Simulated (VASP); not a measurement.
# Cs (Im-3m) in VASP: notebook

Runs on Cs. Level: LDA. Tasks: single point.

Program: VASP 6.6.1. These are calculated values, not measurements. Logs are shortened: lines on timing, memory, paths and dates and some standing lists are left out, and cuts for length are marked.

## 1. The cell of the first run

It takes space group Im-3m (No. 229, cubic). The conventional cell has a = 5.768 Å, b = 5.768 Å, c = 5.768 Å, α = 90.00°, β = 90.00°, γ = 90.00°.

## 2. Single point, LDA

File INCAR:

```
SYSTEM = Cs
PREC     = Accurate       ! precision mode
ENCUT    = 520            ! plane-wave cutoff, eV
EDIFF    = 1E-6           ! SCF threshold, eV
ISMEAR   = -1             ! smearing method
SIGMA    = 0.03           ! smearing width, eV
LREAL    = .False.        ! projectors in reciprocal space
LASPH    = .True.         ! aspherical terms in the spheres
NELM     = 100            ! most SCF steps
ALGO     = Normal         ! electronic algorithm
ISIF     = 2              ! what is computed and relaxed
LWAVE    = .False.        ! write WAVECAR
LCHARG   = .True.         ! write CHGCAR
GGA      = CA             ! functional
LELF     = .True.         ! ELF
LVHAR    = .True.       
NBANDS   = 10             ! bands
```

File KPOINTS:

```
regular mesh
0
Gamma
  8 8 8
  0 0 0
```

File POSCAR:

```
Cs
1.0
   -2.8840810378      2.8840810378      2.8840810378
    2.8840810378     -2.8840810378      2.8840810378
    2.8840810378      2.8840810378     -2.8840810378
Cs
1
Direct
    0.0000000000      0.0000000000      0.0000000000
```

Potentials or basis: VASP PAW LDA potentials, release 64 (Cs_sv).

Command:

```bash
> cat potpaw_LDA.64/Cs_sv/POTCAR > POTCAR
> mpirun -np 1 vasp_std > vasp.out
```

OUTCAR:

```text
SYSTEM = Cs
   PREC = Accurate
   ENCUT = 520
   EDIFF = 1E-6
   ISMEAR = -1
   LREAL = .False.
   LASPH = .True.
   NELM = 100
   ISIF = 2
   GGA = CA

 ion  position               nearest neighbor table
   1  0.000  0.000  0.000-

  LATTYP: Found a body centered cubic cell.
 ALAT       =     5.7681620756

  Lattice vectors:

 A1 = (  -2.8840810378,   2.8840810378,   2.8840810378)
 A2 = (   2.8840810378,  -2.8840810378,   2.8840810378)
 A3 = (   2.8840810378,   2.8840810378,  -2.8840810378)

Analysis of symmetry for initial positions (statically):
=====================================================================
 Subroutine PRICEL returns:
 Original cell was already a primitive cell.

 Routine SETGRP: Setting up the symmetry group for a
 body centered cubic supercell.

 Subroutine GETGRP returns: Found 48 space group operations
[... 9 lines left out ...]

 Routine SETGRP: Setting up the symmetry group for a
 body centered cubic supercell.

 Subroutine GETGRP returns: Found 48 space group operations
 (whereof 48 operations were pure point group operations)
 out of a pool of 48 trial point group operations.

The dynamic configuration has the point symmetry O_h .

 Subroutine INISYM returns: Found 48 space group operations
 (whereof 48 operations are pure point group operations),
 and found     1 'primitive' translations

----------------------------------------------------------------------------------------

                                     Primitive cell

  volume of cell :      95.9583

  direct lattice vectors                    reciprocal lattice vectors
    -2.884081038  2.884081038  2.884081038     0.000000000  0.173365448  0.173365448
     2.884081038 -2.884081038  2.884081038     0.173365448  0.000000000  0.173365448
     2.884081038  2.884081038 -2.884081038     0.173365448  0.173365448  0.000000000

  length of vectors
     4.995374891  4.995374891  4.995374891     0.245175767  0.245175767  0.245175767

  position of ions in fractional coordinates (direct lattice)
     0.000000000  0.000000000  0.000000000

  ion indices of the primitive-cell ions
   primitive index   ion index
                 1           1

----------------------------------------------------------------------------------------

 KPOINTS: regular mesh

Automatic generation of k-mesh.
 Grid dimensions read from file:
 generate k-points for:    8    8    8

 Generating k-lattice:

  Cartesian coordinates                     Fractional coordinates (reciprocal lattice)
     0.000000000  0.021670681  0.021670681     0.125000000  0.000000000  0.000000000
     0.021670681  0.000000000  0.021670681     0.000000000  0.125000000  0.000000000
     0.021670681  0.021670681  0.000000000     0.000000000  0.000000000  0.125000000

  Length of vectors
     0.030646971  0.030646971  0.030646971

  Shift w.r.t. Gamma in fractional coordinates (k-lattice)
     0.000000000  0.000000000  0.000000000

 Subroutine IBZKPT returns following result:
 ===========================================

 Found     29 irreducible k-points:

 Following reciprocal coordinates:
            Coordinates               Weight
  0.000000  0.000000  0.000000      1.000000
  0.125000  0.000000  0.000000     12.000000
  0.250000  0.000000  0.000000     12.000000
  0.375000  0.000000  0.000000     12.000000
  0.500000  0.000000  0.000000      6.000000
  0.125000  0.125000  0.000000     24.000000
[... 16 lines left out ...]
 -0.250000  0.250000  0.250000      6.000000
 -0.375000  0.375000  0.250000     24.000000
 [... further k-points ...]
   k-points           NKPTS =     29   k-points in BZ     NKDIM =     29   number of bands    NBANDS=     10
   number of dos      NEDOS =    301   number of ions     NIONS =      1
   total plane-waves  NPLWV =  64000
   dimension x,y,z NGX =    40 NGY =   40 NGZ =   40
   dimension x,y,z NGXF=    80 NGYF=   80 NGZF=   80
   ions per type =               1
   NGX,Y,Z   is equivalent  to a cutoff of  13.31, 13.31, 13.31 a.u.
   NGXF,Y,Z  is equivalent  to a cutoff of  26.62, 26.62, 26.62 a.u.
 SYSTEM =  Cs
   PREC   = accura    normal or accurate (medium, high low for compatibility)
   ISTART =      0    job   : 0-new  1-cont  2-samecut
   ICHARG =      2    charge: 1-file 2-atom 10-const
   ISPIN  =      1    spin polarized calculation?
   LNONCOLLINEAR =      F non collinear calculations
   LSORBIT =      F    spin-orbit coupling
   LASPH  =      T    aspherical Exc in radial PAW
   ENCUT  =  520.0 eV  38.22 Ry    6.18 a.u.   9.29  9.29  9.29*2*pi/ulx,y,z
   NELM   =    100;   NELMIN=  2; NELMDL= -5     # of ELM steps
   EDIFF  = 0.1E-05   stopping-criterion for ELM
   LREAL  =      F    real-space projection
   EDIFFG = 0.1E-04   stopping-criterion for IOM
   NSW    =      0    number of steps for IOM
   IBRION =     -1    ionic relax: 0-MD 1-quasi-New 2-CG
   NFREE  =      0    steps in history (QN), initial steepest desc. (CG)
   ISIF   =      2    stress and relaxation
   ISYM   =      2    0-nonsym 1-usesym 2-fastsym
   POTIM  = 0.5000    time-step for ionic-motion
   TEBEG  =    0.0;   TEEND  =   0.0 temperature during run
   PSTRESS=    0.0 pullay stress
   NELECT =       9.0000    total number of electrons
   NUPDOWN=      -1.0000    fix difference up-down
   EMIN   =  10.00;   EMAX   =-10.00  energy-range for DOS
   EFERMI =   0.00;   METHOD = LEGACY
   ISMEAR =    -1;   SIGMA  =   0.03  broadening in eV -4-tet -1-fermi 0-gaus
   EFERMI_NEDOS =   21; number of points for ismear=-14 and -15
   IALGO  =     38    algorithm
   IMIX   =      4    mixing-type and parameters
     AMIX     =   0.40;   BMIX     =  1.00
     AMIX_MAG =   1.60;   BMIX_MAG =  1.00
  volume/ion in A,a.u.               =      95.96       647.56
  Fermi-wavevector in a.u.,A,eV,Ry     =   0.743809  1.405596  7.527452  0.553252
  Thomas-Fermi vector in A             =   1.839012
   LORBIT       =      0    0 simple, 1 ext, 2 COOP (PROOUT), +10 PAW based schemes
   GGA     = CA    functional components
   LHFCALC =     F    Hartree Fock is set to
   AEXX    =    0.0000 exact exchange contribution
   IVDW    =     0    specifies the selected vdW correction
   LEPSILON=     F    determine dielectric tensor
   LRPA    =     F    only Hartree local field effects (RPA)
 non-spin polarized calculation
  energy-cutoff  :      520.00
  volume of cell :       95.96
 maximum number of plane-waves:      2616
 NGX is ok and might be reduce to    40
   NGX = 19   NGY = 19   NGZ = 19

 number of electron       8.9999998 magnetization

 Free energy of the ion-electron system (eV)
  ---------------------------------------------------
  ext. energy  EPLUGINS =         0.00000000
  ---------------------------------------------------
  free energy    TOTEN  =        -0.99048181 eV

  energy without entropy =       -0.98396205  energy(sigma->0) =       -0.98722193

 E-fermi :   0.7724     XC(G=0):  -6.0284

 val. band max:        0.7640534534   @ k =   0.3750   0.1250   0.0000
 cond. band min:       0.8364586815   @ k =   0.2500   0.2500   0.0000
 fundamental gap:      0.0724052281
 Fermi energy:         0.7724009670

 k-point     1 :       0.0000    0.0000    0.0000
  band No.  band energies     occupation
      1     -22.9543      2.00000
      2      -9.6492      2.00000
      3      -9.6492      2.00000
      4      -9.6492      2.00000
      5      -1.0973      2.00000
      6       3.2984      0.00000
      7       3.2984      0.00000
      8       3.2984      0.00000
      9       4.3435      0.00000
     10       4.3435      0.00000

 k-point     2 :       0.1250    0.0000    0.0000
  band No.  band energies     occupation
      1     -22.9520      2.00000
      2      -9.6890      2.00000
      3      -9.6615      2.00000
      4      -9.6494      2.00000
      5      -0.8885      2.00000
      6       3.0993      0.00000
      7       3.1132      0.00000
      8       3.5116      0.00000
      9       4.0976      0.00000
     10       4.3137      0.00000

 k-point     3 :       0.2500    0.0000    0.0000
  band No.  band energies     occupation
      1     -22.9463      2.00000
      2      -9.7820      2.00000
      3      -9.6911      2.00000
      4      -9.6498      2.00000
      5      -0.3285      2.00000
      6       2.5349      0.00000
      7       2.7283      0.00000
      8       4.1340      0.00000
      9       4.1595      0.00000
     10       4.3463      0.00000

 k-point     4 :       0.3750    0.0000    0.0000
  band No.  band energies     occupation
      1     -22.9407      2.00000
      2      -9.8708      2.00000
      3      -9.7202      2.00000
      4      -9.6503      2.00000
      5       0.3570      2.00000
      6       2.0754      0.00000
      7       2.4427      0.00000
      8       4.2892      0.00000
      9       4.5764      0.00000
     10       5.1077      0.00000

 k-point     5 :       0.5000    0.0000    0.0000
  band No.  band energies     occupation
      1     -22.9383      2.00000
      2      -9.9065      2.00000
      3      -9.7322      2.00000
      4      -9.6506      2.00000
      5       0.6992      1.83945
      6       1.9421      0.00000
      7       2.3400      0.00000
      8       4.2034      0.00000
      9       4.8600      0.00000
     10       5.5629      0.00000

 k-point     6 :       0.1250    0.1250    0.0000
  band No.  band energies     occupation
      1     -22.9480      2.00000
      2      -9.7528      2.00000
      3      -9.6761      2.00000
      4      -9.6586      2.00000
      5      -0.5003      2.00000
      6       2.7213      0.00000
      7       2.8132      0.00000
      8       3.9276      0.00000
      9       3.9346      0.00000
     10       4.5074      0.00000
[... 183 lines left out ...]
 k-point    21 :      -0.3750   -0.3750    0.1250
  band No.  band energies     occupation
      1     -22.9338      2.00000
      2      -9.8350      2.00000
      3      -9.8350      2.00000
      4      -9.6992      2.00000
      5       1.6660      0.00000
      6       1.6660      0.00000
      7       1.8613      0.00000
      8       4.2504      0.00000
      9       4.2504      0.00000
     10       5.0355      0.00000

 k-point    22 :       0.2500    0.2500    0.2500
  band No.  band energies     occupation
      1     -22.9374      2.00000
      2      -9.7771      2.00000
      3      -9.7771      2.00000
      4      -9.7771      2.00000
      5       1.8359      0.00000
      6       1.8359      0.00000
      7       1.8359      0.00000
      8       3.5791      0.00000
      9       4.9534      0.00000
     10       4.9534      0.00000

 k-point    23 :      -0.2500    0.2500    0.2500
  band No.  band energies     occupation
      1     -22.9393      2.00000
      2      -9.7869      2.00000
      3      -9.7365      2.00000
      4      -9.7365      2.00000
      5       0.3453      2.00000
      6       2.2735      0.00000
      7       3.1180      0.00000
      8       3.1180      0.00000
      9       4.1702      0.00000
     10       4.4605      0.00000

 k-point    24 :      -0.3750    0.3750    0.2500
  band No.  band energies     occupation
      1     -22.9343      2.00000
      2      -9.8407      2.00000
      3      -9.7681      2.00000
      4      -9.7442      2.00000
      5       0.9472      0.00587
      6       1.8124      0.00000
      7       3.1093      0.00000
      8       3.1659      0.00000
      9       4.1609      0.00000
     10       4.9113      0.00000

 [... further k-points ...]
[... 5 lines left out ...]
  --------------------------------------------------------------------------------------
  -------------------------------------------------------------------------------------
  Total       -0.0148165     -0.0148165     -0.0148165      0.0000000      0.0000000      0.0000000
  in kB       -0.2473859     -0.2473859     -0.2473859      0.0000000      0.0000000      0.0000000
  external PRESSURE =      -0.2473859 kB  Pullay stress =       0.0000000 kB

 VOLUME and BASIS-vectors are now :
 -----------------------------------------------------------------------------
  energy-cutoff  :      520.00
  volume of cell :       95.96
      direct lattice vectors                 reciprocal lattice vectors
    -2.884081038  2.884081038  2.884081038     0.000000000  0.173365448  0.173365448
     2.884081038 -2.884081038  2.884081038     0.173365448  0.000000000  0.173365448
     2.884081038  2.884081038 -2.884081038     0.173365448  0.173365448  0.000000000

 POSITION                                       TOTAL-FORCE (eV/Angst)
 -----------------------------------------------------------------------------------
      0.00000      0.00000      0.00000         0.000000     -0.000000      0.000000
 -----------------------------------------------------------------------------------
    total drift:                                0.000000      0.000000     -0.000000

  FREE ENERGIE OF THE ION-ELECTRON SYSTEM (eV)
  ---------------------------------------------------
  free  energy   TOTEN  =        -0.9904818083 eV

  energy  without entropy=       -0.9839620531  energy(sigma->0) =       -0.98722193
```

Wall time 20 s (1 thread of Intel Xeon 6975P-C, shared host); peak memory 0.19 GiB.

Results:

| Property | Result |
| --- | --- |
| Free energy | -0.9905 eV |
| Pressure | 0.0 GPa |

Levels at points of the mesh, in eV from the Fermi level:
```csv
k point,band 1,band 2,band 3,band 4,band 5,band 6,band 7,band 8,band 9,band 10
"(0.00, 0.00, 0.00)",-23.73,-10.42,-10.42,-10.42,-1.87,2.53,2.53,2.53,3.57,3.57
"(0.50, 0.00, 0.00)",-23.71,-10.68,-10.50,-10.42,-0.07,1.17,1.57,3.43,4.09,4.79
"(0.50, 0.50, 0.50)",-23.70,-10.60,-10.60,-10.60,0.49,0.49,3.52,3.52,3.52,4.86
```

Caveat: spin-orbit coupling is left out, which moves the levels of the heavy elements.

## 3. Single point, LDA

File INCAR:

```
SYSTEM = Cs
PREC = Accurate ; ENCUT = 520
EDIFF = 1E-6 ; ISMEAR = -1
SIGMA = 0.2 ; LREAL = .False.
LASPH = .True. ; NELM = 60
ALGO = Normal ; ISIF = 2
LWAVE = .False. ; LCHARG = .False.
GGA = CA ; NBANDS = 10
```

KPOINTS is that of step 2.

POSCAR is that of step 2.

Potentials or basis: VASP PAW LDA potentials, release 64 (Cs_sv).

Command:

```bash
> cat potpaw_LDA.64/Cs_sv/POTCAR > POTCAR
> mpirun -np 1 vasp_std > vasp.out
```

Wall time 19 s (1 thread of Intel Xeon 6975P-C, shared host); peak memory 0.19 GiB.

Results (log left out):

```
Free energy : -1.0727 eV
Pressure    : 0.0 GPa
```

Levels at points of the mesh, in eV from the Fermi level:
| k point | band 2 | band 3 | band 4 | band 5 | band 6 | band 7 |
| --- | --- | --- | --- | --- | --- | --- |
| (0.00, 0.00, 0.00) | -10.38 | -10.38 | -10.38 | -1.83 | 2.57 | 2.57 |
| (0.50, 0.00, 0.00) | -10.64 | -10.46 | -10.38 | -0.04 | 1.21 | 1.61 |
| (0.50, 0.50, 0.50) | -10.56 | -10.56 | -10.56 | 0.53 | 0.53 | 3.56 |

Caveat: spin-orbit coupling is left out, which moves the levels of the heavy elements.

(Part 1 of 2 ends here.)
